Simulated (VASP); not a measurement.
# ZnAu (P4mm) in VASP: notebook

ZnAu is run at these levels: PBE; tasks: single point.

Program: VASP 6.6.1. These are calculated values, not measurements. Logs are shortened: lines on timing, memory, paths and dates and some standing lists are left out, and cuts for length are marked.

### 1 The cell of the first run

Symmetry: P4mm, No. 99, tetragonal system. The conventional cell has a = 3.147 Å, b = 3.147 Å, c = 3.147 Å, α = 90.00°, β = 90.00°, γ = 90.00°. Zn (site symmetry 4mm) has 8 Au at 2.65 to 2.81 Å and 6 Zn at 3.15 Å within 3.5 Å. Au (site symmetry 4mm) has 8 Zn at 2.65 to 2.81 Å and 6 Au at 3.15 Å within 3.5 Å.

### 2 Single point, PBE

Input file INCAR:

```
SYSTEM = ZnAu
PREC = Accurate ; ENCUT = 520
EDIFF = 1E-7 ; ISMEAR = -1
SIGMA = 0.05 ; LREAL = .False.
LASPH = .True. ; NELM = 80
ALGO = Normal ; ISIF = 2
LWAVE = .False. ; LCHARG = .True.
GGA = PE ; LELF = .True.
LVHAR = .True. ; NBANDS = 18
```

Input file KPOINTS:

```
regular mesh
0
Gamma
  6 6 6
  0 0 0
```

Input file POSCAR:

```
ZnAu
1.0
    3.1470000000      0.0000000000      0.0000000000
    0.0000000000      3.1470000000      0.0000000000
    0.0000000000      0.0000000000      3.1470000000
Zn Au
1 1
Direct
    0.5000000000      0.5000000000      0.5000000000
    0.0000000000      0.0450000000      0.0000000000
```

Potentials or basis: VASP PAW PBE potentials, release 64 (Zn, Au).

Command:

```
$ cat potpaw_PBE.64/Zn/POTCAR potpaw_PBE.64/Au/POTCAR > POTCAR
$ mpirun -np 1 vasp_std > vasp.out
```

OUTCAR:

```text
SYSTEM = ZnAu
   PREC = Accurate
   ENCUT = 520
   EDIFF = 1E-7
   ISMEAR = -1
   LREAL = .False.
   LASPH = .True.
   NELM = 80
   ISIF = 2
   GGA = PE

 ion  position               nearest neighbor table
   1  0.500  0.500  0.500-   2 2.65   2 2.65   2 2.65   2 2.65   2 2.81   2 2.81   2 2.81   2 2.81

   2  0.000  0.045  0.000-   1 2.65   1 2.65   1 2.65   1 2.65   1 2.81   1 2.81   1 2.81   1 2.81

  LATTYP: Found a simple cubic cell.
 ALAT       =     3.1470000000

  Lattice vectors:

 A1 = (   3.1470000000,   0.0000000000,   0.0000000000)
 A2 = (   0.0000000000,   3.1470000000,   0.0000000000)
 A3 = (   0.0000000000,   0.0000000000,   3.1470000000)

Analysis of symmetry for initial positions (statically):
=====================================================================
 Subroutine PRICEL returns:
 Original cell was already a primitive cell.

 Routine SETGRP: Setting up the symmetry group for a
 simple cubic supercell.

 Subroutine GETGRP returns: Found  8 space group operations
 (whereof  8 operations were pure point group operations)
 out of a pool of 48 trial point group operations.

The static configuration has the point symmetry C_4v.

Analysis of symmetry for dynamics (positions and initial velocities):
=====================================================================
 Subroutine PRICEL returns:
 Original cell was already a primitive cell.

 Routine SETGRP: Setting up the symmetry group for a
 simple cubic supercell.

 Subroutine GETGRP returns: Found  8 space group operations
 (whereof  8 operations were pure point group operations)
 out of a pool of 48 trial point group operations.

The dynamic configuration has the point symmetry C_4v.

 Subroutine INISYM returns: Found  8 space group operations
 (whereof  8 operations are pure point group operations),
 and found     1 'primitive' translations

----------------------------------------------------------------------------------------

                                     Primitive cell

  volume of cell :      31.1667

  direct lattice vectors                    reciprocal lattice vectors
     3.147000000  0.000000000  0.000000000     0.317762949  0.000000000  0.000000000
     0.000000000  3.147000000  0.000000000     0.000000000  0.317762949  0.000000000
     0.000000000  0.000000000  3.147000000     0.000000000  0.000000000  0.317762949

[... 68 lines left out ...]
   dimension x,y,z NGX =    24 NGY =   24 NGZ =   24
   dimension x,y,z NGXF=    48 NGYF=   48 NGZF=   48
   ions per type =               1   1
   NGX,Y,Z   is equivalent  to a cutoff of  12.68, 12.68, 12.68 a.u.
   NGXF,Y,Z  is equivalent  to a cutoff of  25.36, 25.36, 25.36 a.u.
 SYSTEM =  ZnAu
   PREC   = accura    normal or accurate (medium, high low for compatibility)
   ISTART =      0    job   : 0-new  1-cont  2-samecut
   ICHARG =      2    charge: 1-file 2-atom 10-const
   ISPIN  =      1    spin polarized calculation?
   LNONCOLLINEAR =      F non collinear calculations
   LSORBIT =      F    spin-orbit coupling
   LASPH  =      T    aspherical Exc in radial PAW
   ENCUT  =  520.0 eV  38.22 Ry    6.18 a.u.   5.85  5.85  5.85*2*pi/ulx,y,z
   NELM   =     80;   NELMIN=  2; NELMDL= -5     # of ELM steps
   EDIFF  = 0.1E-06   stopping-criterion for ELM
   LREAL  =      F    real-space projection
   EDIFFG = 0.1E-05   stopping-criterion for IOM
   NSW    =      0    number of steps for IOM
   IBRION =     -1    ionic relax: 0-MD 1-quasi-New 2-CG
   NFREE  =      0    steps in history (QN), initial steepest desc. (CG)
   ISIF   =      2    stress and relaxation
   ISYM   =      2    0-nonsym 1-usesym 2-fastsym
   POTIM  = 0.5000    time-step for ionic-motion
   TEBEG  =    0.0;   TEEND  =   0.0 temperature during run
   PSTRESS=    0.0 pullay stress
   NELECT =      23.0000    total number of electrons
   NUPDOWN=      -1.0000    fix difference up-down
   EMIN   =  10.00;   EMAX   =-10.00  energy-range for DOS
   EFERMI =   0.00;   METHOD = LEGACY
   ISMEAR =    -1;   SIGMA  =   0.05  broadening in eV -4-tet -1-fermi 0-gaus
   EFERMI_NEDOS =   21; number of points for ismear=-14 and -15
   IALGO  =     38    algorithm
   IMIX   =      4    mixing-type and parameters
     AMIX     =   0.40;   BMIX     =  1.00
     AMIX_MAG =   1.60;   BMIX_MAG =  1.00
  volume/ion in A,a.u.               =      15.58       105.16
  Fermi-wavevector in a.u.,A,eV,Ry     =   1.479406  2.795672 29.778283  2.188642
  Thomas-Fermi vector in A             =   2.593568
   LORBIT       =      0    0 simple, 1 ext, 2 COOP (PROOUT), +10 PAW based schemes
   GGA     = PE    functional components
[... 5 lines left out ...]
 non-spin polarized calculation
  energy-cutoff  :      520.00
  volume of cell :       31.17
 maximum number of plane-waves:       848
 NGX is ok and might be reduce to    24
   NGX = 11   NGY = 11   NGZ = 11

 number of electron      22.9999999 magnetization

 Free energy of the ion-electron system (eV)
  ---------------------------------------------------
  ext. energy  EPLUGINS =         0.00000000
  ---------------------------------------------------
  free energy    TOTEN  =        -4.65255203 eV

  energy without entropy =       -4.63980722  energy(sigma->0) =       -4.64617963

 E-fermi :   7.2126     XC(G=0): -12.3730

 val. band max:        6.6651310353   @ k =   0.0000   0.3333   0.1667
 cond. band min:       7.2483128859   @ k =   0.3333   0.1667   0.1667
 fundamental gap:      0.5831818506
 Fermi energy:         7.2125583979

 k-point     1 :       0.0000    0.0000    0.0000
  band No.  band energies     occupation
      1      -3.5256      2.00000
      2      -1.0542      2.00000
      3      -1.0175      2.00000
      4      -0.3567      2.00000
      5      -0.3309      2.00000
      6      -0.3309      2.00000
[... 481 lines left out ...]
      5      -0.4142      2.00000
      6      -0.1587      2.00000
[... 10 lines left out ...]
     17      21.4768      0.00000
     18      22.6363      0.00000

 [... further k-points ...]
[... 5 lines left out ...]
  --------------------------------------------------------------------------------------
  -------------------------------------------------------------------------------------
  Total        1.2903176      1.0516641      1.2903176      0.0000000      0.0000000      0.0000000
  in kB       66.3310642     54.0626588     66.3310642      0.0000000      0.0000000      0.0000000
  external PRESSURE =      62.2415957 kB  Pullay stress =       0.0000000 kB

 VOLUME and BASIS-vectors are now :
 -----------------------------------------------------------------------------
  energy-cutoff  :      520.00
  volume of cell :       31.17
      direct lattice vectors                 reciprocal lattice vectors
     3.147000000  0.000000000  0.000000000     0.317762949  0.000000000  0.000000000
     0.000000000  3.147000000  0.000000000     0.000000000  0.317762949  0.000000000
     0.000000000  0.000000000  3.147000000     0.000000000  0.000000000  0.317762949

 POSITION                                       TOTAL-FORCE (eV/Angst)
 -----------------------------------------------------------------------------------
      1.57350      1.57350      1.57350         0.000000      0.531643      0.000000
      0.00000      0.14162      0.00000         0.000000     -0.531643     -0.000000
 -----------------------------------------------------------------------------------
    total drift:                                0.000000     -0.000050     -0.000000

  FREE ENERGIE OF THE ION-ELECTRON SYSTEM (eV)
  ---------------------------------------------------
  free  energy   TOTEN  =        -4.6525520295 eV

  energy  without entropy=       -4.6398072246  energy(sigma->0) =       -4.64617963
```

OSZICAR:

```text
N       E                     dE             d eps       ncg     rms          rms(c)
DAV:   1     0.133205632206E+03    0.13321E+03   -0.11457E+04  1464   0.162E+03
DAV:   2     0.439287985103E+00   -0.13277E+03   -0.12584E+03  1466   0.316E+02
DAV:   3    -0.507538058030E+01   -0.55147E+01   -0.54709E+01  1558   0.689E+01
DAV:   4    -0.512122882485E+01   -0.45848E-01   -0.45834E-01  1604   0.574E+00
DAV:   5    -0.512173722705E+01   -0.50840E-03   -0.50839E-03  1544   0.631E-01    0.863E+00
DAV:   6    -0.468703128146E+01    0.43471E+00   -0.12292E+00  1522   0.120E+01    0.546E+00
DAV:   7    -0.466083902210E+01    0.26192E-01   -0.31409E-02  1898   0.377E+00    0.290E+00
DAV:   8    -0.465256378531E+01    0.82752E-02   -0.10351E-02  1486   0.104E+00    0.165E-01
DAV:   9    -0.465254224293E+01    0.21542E-04   -0.28843E-04  1736   0.352E-01    0.735E-02
DAV:  10    -0.465255085277E+01   -0.86098E-05   -0.65264E-05  1550   0.667E-02    0.182E-02
DAV:  11    -0.465255231566E+01   -0.14629E-05   -0.29615E-06  1510   0.154E-02    0.724E-03
DAV:  12    -0.465255205412E+01    0.26154E-06   -0.19743E-07  1160   0.608E-03    0.146E-03
DAV:  13    -0.465255202946E+01    0.24664E-07   -0.34726E-08   782   0.181E-03
   1 F= -.46525520E+01 E0= -.46461796E+01  d E =-.127448E-01
```

stdout:

```text
POSCAR found type information on POSCAR ZnAu
 POSCAR found :  2 types and       2 ions
 scaLAPACK will be used
 LDA part: xc-table for (Slater+PW92), standard interpolation
 POSCAR, INCAR and KPOINTS ok, starting setup
 FFT: planning ... GRIDC
 FFT: planning ... GRID_SOFT
 FFT: planning ... GRID
 WAVECAR not read
 entering main loop
```

Wall time 12 s (1 thread of Intel Xeon Platinum 8259CL at 2.50GHz (Skylake/Cascade Lake), shared host); peak memory 0.15 GiB.

What came out:

```yaml
Free_energy: -4.6526 eV
Pressure: 6.2 GPa
Largest_force: 0.532 eV/Å
```

Forces in eV/Å, atoms in the order of the input:
```
Zn   0.000  0.532  0.000
Au   0.000 -0.532  0.000
```

Stress tensor (GPa, compression positive):
```
6.63 0.00 0.00
0.00 5.41 0.00
0.00 0.00 6.63
```

Levels at points of the mesh, in eV from the Fermi level:
| k point | band 8 | band 9 | band 10 | band 11 | band 12 | band 13 | band 14 | band 15 | band 16 | band 17 |
| --- | --- | --- | --- | --- | --- | --- | --- | --- | --- | --- |
| (0.00, 0.00, 0.00) | -5.55 | -3.90 | -3.90 | -3.88 | 4.89 | 4.89 | 5.00 | 8.70 | 11.93 | 12.03 |
| (0.50, 0.00, 0.00) | -5.61 | -5.05 | -4.97 | -4.02 | -2.53 | 9.88 | 10.86 | 10.86 | 11.04 | 11.12 |
| (0.00, 0.50, 0.00) | -5.52 | -5.06 | -5.06 | -4.03 | -2.49 | 10.33 | 10.55 | 10.55 | 11.23 | 11.58 |
| (0.50, 0.50, 0.00) | -4.24 | -4.21 | -3.31 | -2.11 | -2.07 | 0.71 | 2.37 | 10.34 | 12.59 | 12.60 |
| (0.50, 0.00, 0.50) | -4.27 | -4.27 | -3.31 | -2.07 | -2.07 | 0.72 | 2.39 | 10.42 | 12.64 | 12.64 |
| (0.50, 0.50, 0.50) | -6.56 | -3.26 | -3.26 | 1.31 | 3.47 | 3.51 | 3.51 | 3.66 | 5.82 | 5.92 |

Caveat: spin-orbit coupling is left out, which moves the levels of the heavy elements.

### 3 Single point, PBE

Input file INCAR:

```
PREC = Accurate
ENCUT = 520
EDIFF = 1E-6
ISMEAR = -1
SIGMA = 0.05
LREAL = F
LASPH = T
NELM = 100
ALGO = Normal
ISIF = 2
LWAVE = F
LCHARG = F
GGA = PE
NBANDS = 18
```

Input file KPOINTS:

```
Automatic mesh
0
Gamma
  6 6 6
```

Changes to POSCAR since step 2:

```diff
@@ -9,2 +9,2 @@
     0.5000000000      0.5000000000      0.5000000000
-    0.0000000000      0.0450000000      0.0000000000
+    0.0000000000      0.0600000000      0.0000000000
```

Potentials or basis: VASP PAW PBE potentials, release 64 (Zn, Au).

Command:

```
$ cat potpaw_PBE.64/Zn/POTCAR potpaw_PBE.64/Au/POTCAR > POTCAR
$ mpirun -np 1 vasp_std > vasp.out
```

Run time: 11 s. Hardware: 1 thread of Intel Xeon Platinum 8259CL at 2.50GHz (Skylake/Cascade Lake), shared host; peak memory 0.15 GiB.

Results (log left out):

```
Free energy   : -4.6233 eV
Pressure      : 7.1 GPa
Largest force : 0.708 eV/Å
```

Forces on the atoms (eV/Å):
```
Zn   0.000  0.708  0.000
Au   0.000 -0.708  0.000
```

Stress tensor (GPa, compression positive):
```
7.79 0.00 0.00
0.00 5.63 0.00
0.00 0.00 7.79
```

Levels at points of the mesh, in eV from the Fermi level:
```
           k point  band 9  band 10  band 11  band 12  band 13  band 14  band 15  band 16
(0.00, 0.00, 0.00)   -3.92    -3.92    -3.88     4.89     4.89     5.08     8.66    11.86
(0.50, 0.00, 0.00)   -5.05    -4.92    -4.01    -2.54     9.63    10.75    10.83    11.05
(0.00, 0.50, 0.00)   -5.06    -5.06    -4.03    -2.48    10.33    10.39    10.39    11.17
(0.50, 0.50, 0.00)   -4.21    -3.32    -2.12    -2.05     0.71     2.37    10.38    12.60
(0.50, 0.00, 0.50)   -4.31    -3.33    -2.06    -2.06     0.72     2.39    10.51    12.69
(0.50, 0.50, 0.50)   -3.28    -3.27     1.33     3.42     3.42     3.47     3.67     5.84
```

Caveat: spin-orbit coupling is left out, which moves the levels of the heavy elements.

### 4 Single point, PBE

Input file INCAR:

```
ALGO = Normal
EDIFF = 1E-6
ENCUT = 520
GGA = PE
ISIF = 2
ISMEAR = -1
LASPH = True
LCHARG = False
LREAL = False
LWAVE = False
NBANDS = 18
NELM = 100
PREC = Accurate
SIGMA = 0.05
```

Input file KPOINTS:

```
k-points
0
Gamma
  6 6 6
```

Changes to POSCAR since step 3:

```diff
@@ -9,2 +9,2 @@
     0.5000000000      0.5000000000      0.5000000000
-    0.0000000000      0.0600000000      0.0000000000
+    0.0000000000      0.0750000000      0.0000000000
```

Potentials or basis: VASP PAW PBE potentials, release 64 (Zn, Au).

Command:

```
$ cat potpaw_PBE.64/Zn/POTCAR potpaw_PBE.64/Au/POTCAR > POTCAR
$ mpirun -np 1 vasp_std > vasp.out
```

OUTCAR:

```text
EDIFF = 1E-6
   ENCUT = 520
   GGA = PE
   ISIF = 2
   ISMEAR = -1
   LASPH = True
   LREAL = False
   NELM = 100
   PREC = Accurate

 ion  position               nearest neighbor table
   1  0.500  0.500  0.500-   2 2.60   2 2.60   2 2.60   2 2.60   2 2.87   2 2.87   2 2.87   2 2.87

   2  0.000  0.075  0.000-   1 2.60   1 2.60   1 2.60   1 2.60   1 2.87   1 2.87   1 2.87   1 2.87

  LATTYP: Found a simple cubic cell.
 ALAT       =     3.1470000000

  Lattice vectors:

 A1 = (   3.1470000000,   0.0000000000,   0.0000000000)
 A2 = (   0.0000000000,   3.1470000000,   0.0000000000)
 A3 = (   0.0000000000,   0.0000000000,   3.1470000000)

Analysis of symmetry for initial positions (statically):
=====================================================================
 Subroutine PRICEL returns:
 Original cell was already a primitive cell.

 Routine SETGRP: Setting up the symmetry group for a
 simple cubic supercell.

 Subroutine GETGRP returns: Found  8 space group operations
 (whereof  8 operations were pure point group operations)
 out of a pool of 48 trial point group operations.

The static configuration has the point symmetry C_4v.

Analysis of symmetry for dynamics (positions and initial velocities):
=====================================================================
 Subroutine PRICEL returns:
 Original cell was already a primitive cell.

 Routine SETGRP: Setting up the symmetry group for a
 simple cubic supercell.

 Subroutine GETGRP returns: Found  8 space group operations
 (whereof  8 operations were pure point group operations)
 out of a pool of 48 trial point group operations.

The dynamic configuration has the point symmetry C_4v.

 Subroutine INISYM returns: Found  8 space group operations
 (whereof  8 operations are pure point group operations),
 and found     1 'primitive' translations

[... 99 lines left out ...]
   NFREE  =      0    steps in history (QN), initial steepest desc. (CG)
   ISIF   =      2    stress and relaxation
   ISYM   =      2    0-nonsym 1-usesym 2-fastsym
   POTIM  = 0.5000    time-step for ionic-motion
   TEBEG  =    0.0;   TEEND  =   0.0 temperature during run
   PSTRESS=    0.0 pullay stress
   NELECT =      23.0000    total number of electrons
   NUPDOWN=      -1.0000    fix difference up-down
   EMIN   =  10.00;   EMAX   =-10.00  energy-range for DOS
   EFERMI =   0.00;   METHOD = LEGACY
   ISMEAR =    -1;   SIGMA  =   0.05  broadening in eV -4-tet -1-fermi 0-gaus
   EFERMI_NEDOS =   21; number of points for ismear=-14 and -15
   IALGO  =     38    algorithm
   IMIX   =      4    mixing-type and parameters
     AMIX     =   0.40;   BMIX     =  1.00
     AMIX_MAG =   1.60;   BMIX_MAG =  1.00
  volume/ion in A,a.u.               =      15.58       105.16
  Fermi-wavevector in a.u.,A,eV,Ry     =   1.479406  2.795672 29.778283  2.188642
  Thomas-Fermi vector in A             =   2.593568
   LORBIT       =      0    0 simple, 1 ext, 2 COOP (PROOUT), +10 PAW based schemes
   GGA     = PE    functional components
[... 5 lines left out ...]
 non-spin polarized calculation
  energy-cutoff  :      520.00
  volume of cell :       31.17
 maximum number of plane-waves:       848
 NGX is ok and might be reduce to    24
   NGX = 11   NGY = 11   NGZ = 11

 number of electron      22.9999997 magnetization

 Free energy of the ion-electron system (eV)
  ---------------------------------------------------
  ext. energy  EPLUGINS =         0.00000000
  ---------------------------------------------------
  free energy    TOTEN  =        -4.58576025 eV

  energy without entropy =       -4.57365837  energy(sigma->0) =       -4.57970931

 E-fermi :   7.2166     XC(G=0): -12.3630

 val. band max:        6.7052370449   @ k =   0.0000   0.3333   0.1667
 cond. band min:       7.2289292113   @ k =   0.5000   0.3333   0.3333
 fundamental gap:      0.5236921664
 Fermi energy:         7.2165570470

 k-point     1 :       0.0000    0.0000    0.0000
  band No.  band energies     occupation
      1      -3.5321      2.00000
      2      -1.0999      2.00000
      3      -0.9968      2.00000
      4      -0.3967      2.00000
      5      -0.3236      2.00000
      6      -0.3236      2.00000
[... 481 lines left out ...]
      5      -0.4143      2.00000
      6      -0.1696      2.00000
[... 10 lines left out ...]
     17      21.5361      0.00000
     18      22.6532      0.00000

 [... further k-points ...]
[... 5 lines left out ...]
  --------------------------------------------------------------------------------------
  -------------------------------------------------------------------------------------
  Total        1.7973789      1.1504846      1.7973789      0.0000000      0.0000000      0.0000000
  in kB       92.3974502     59.1427019     92.3974502      0.0000000      0.0000000      0.0000000
  external PRESSURE =      81.3125341 kB  Pullay stress =       0.0000000 kB

 VOLUME and BASIS-vectors are now :
 -----------------------------------------------------------------------------
  energy-cutoff  :      520.00
  volume of cell :       31.17
      direct lattice vectors                 reciprocal lattice vectors
     3.147000000  0.000000000  0.000000000     0.317762949  0.000000000  0.000000000
     0.000000000  3.147000000  0.000000000     0.000000000  0.317762949  0.000000000
     0.000000000  0.000000000  3.147000000     0.000000000  0.000000000  0.317762949

 POSITION                                       TOTAL-FORCE (eV/Angst)
 -----------------------------------------------------------------------------------
      1.57350      1.57350      1.57350        -0.000000      0.883309     -0.000000
      0.00000      0.23603      0.00000         0.000000     -0.883309      0.000000
 -----------------------------------------------------------------------------------
    total drift:                                0.000000      0.000203      0.000000

  FREE ENERGIE OF THE ION-ELECTRON SYSTEM (eV)
  ---------------------------------------------------
  free  energy   TOTEN  =        -4.5857602542 eV

  energy  without entropy=       -4.5736583683  energy(sigma->0) =       -4.57970931
```

Run time: 11 s. Hardware: 1 thread of Intel Xeon Platinum 8259CL at 2.50GHz (Skylake/Cascade Lake), shared host; peak memory 0.15 GiB.

Results:

```yaml
Free_energy: -4.5858 eV
Pressure: 8.1 GPa
Largest_force: 0.883 eV/Å
```

Forces in eV/Å, atoms in the order of the input:
```
Zn   0.000  0.883  0.000
Au   0.000 -0.883  0.000
```

Stress tensor (GPa, compression positive):
```
9.24 0.00 0.00
0.00 5.91 0.00
0.00 0.00 9.24
```

Caveat: spin-orbit coupling is left out, which moves the levels of the heavy elements.
